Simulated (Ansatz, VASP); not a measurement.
## One calculation of AlN, two programs

```
Al N
1.0
    -1.63784    2.83682    0.00000
     0.00000    0.00000    4.10063
     4.91352    2.83682    0.00000
Al N
4 4
Direct
  0.48107 0.75000 0.18559
  0.00000 0.75000 0.66667
  0.00000 0.25000 0.33333
  0.50000 0.25000 0.83333
  0.50000 0.25000 0.16667
  0.00000 0.25000 0.66667
  0.00000 0.75000 0.33333
  0.50000 0.75000 0.83333
```

Alike in both runs: task single point; functional LDA; k mesh 8 × 6 × 4; occupations gaussian, width 0.05 eV; no spin polarisation.

|  | VASP | Ansatz |
| --- | --- | --- |
| version | VASP 6.6.1 | Ansatz 0.2.0 |
| potentials or method | VASP PAW LDA potentials, release 64 (Al, N), cutoff 520 eV | scalar-relativistic, plane waves, PAW |
| valence electrons in the cell | 32 | 32 |

```csv
,VASP,Ansatz,Ansatz less VASP
gap on the k mesh at the Fermi level (eV),3.52,3.51,-0.005
least direct gap on the mesh (eV),3.52,3.51,-0.005
pressure (GPa),1.4,0.7,-0.65
"traceless stress, the component that is largest in VASP (GPa)",-3.36,-3.27,+0.096
rms of the force components (eV/Å),0.668,0.659,-0.0093
```

Ansatz warns that its potentials were made for another functional, while VASP's fit it. LDA's correlation is that of Perdew and Zunger in VASP and of Perdew and Wang (1992) in Ansatz. Atom by atom the forces differ by 0.011 eV/Å (rms over components).
